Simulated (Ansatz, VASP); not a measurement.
NiO in VASP and in Ansatz

Contents of INCAR:

```
SYSTEM = NiO
  ALGO = Normal
  EDIFF = 1E-8
  ENCUT = 520
  GGA = PE
  ISIF = 2
  ISMEAR = -1
  ISPIN = 2
  LASPH = .TRUE.
  LCHARG = .FALSE.
  LEFG = .TRUE.
  LMAXMIX = 4
  LORBIT = 11
  LREAL = .FALSE.
  LWAVE = .FALSE.
  MAGMOM = 1.5 0
  NBANDS = 19
  NELM = 150
  PREC = Accurate
  SIGMA = 0.03
```

The input KPOINTS:

```
k-points
0
G
  17 17 17
  0 0 0
```

The input POSCAR:

```
NiO
1.0
    0.0000000000      2.0913100000      2.0913100000
    2.0913100000      0.0000000000      2.0913100000
    2.0913100000      2.0913100000      0.0000000000
Ni O
1 1
Direct
    0.0000000000      0.0000000000      0.0000000000
    0.5000000000      0.5000000000      0.5000000000
```

Input for Ansatz:

```yaml
crystal:
  lattice:
    - [0.0, 2.09131, 2.09131]
    - [2.09131, 0.0, 2.09131]
    - [2.09131, 2.09131, 0.0]
  atoms:
    - { symbol: Ni, position: [0.0, 0.0, 0.0], spin: 1.5 }
    - { symbol: O, position: [0.5, 0.5, 0.5] }
magnetization:
  spin_polarized: true
kpoints:
  mp_grid: { grid: [17, 17, 17] }
  band_path:
    path:
      - [0.0, 0.0, 0.0]
      - [0.5, 0.0, 0.5]
      - [0.625, 0.25, 0.625]
      - [0.375, 0.375, 0.75]
      - [0.0, 0.0, 0.0]
      - [0.5, 0.5, 0.5]
      - [0.5, 0.25, 0.75]
      - [0.5, 0.0, 0.5]
    npoints: 14
scf:
  occupations: { method: fermi_dirac, width: 0.03 }
hamiltonian:
  xc: pbe
  pseudopotentials: { kind: paw }
output:
  forces: true
  stress: true
  eigenvalues: true
  efg: { contact_densities: true }
  populations: true
  bader: true
  dos: { projected: true, de: 0.2, e_range: [-14, 8] }
  write_density: true
  write_potential: true
  elf: true
  volumetric_format: npy
```

Alike in both runs: task electric field gradients; functional PBE; k mesh 17 × 17 × 17; occupations fermi-dirac, width 0.03 eV; collinear spin.

|  | VASP | Ansatz |
| --- | --- | --- |
| version | VASP 6.6.1 | Ansatz 0.2.0 |
| potentials or method | VASP PAW PBE potentials, release 64 (Ni, O) | PAW with Ansatz's default frozen-core files, scalar-relativistic |
| plane-wave cutoff (eV) | 520 | 420 |
| valence electrons in the cell | 16 | 24 |

```csv
,VASP,Ansatz,Ansatz less VASP
pressure (GPa),3.8,4.2,+0.38
net moment per atom (μB),0.86,0.87,+0.017
size of the moment on the site where the two differ most (μB),0.26,0.28,+0.022
```

Site moments also hang on the region over which each program counts them. The functional is the same, so the differences come from potentials, cutoffs and numerics. VASP's potentials hold 16 valence electrons a cell and Ansatz's 24, so a difference there can come from the potentials and not from the codes.
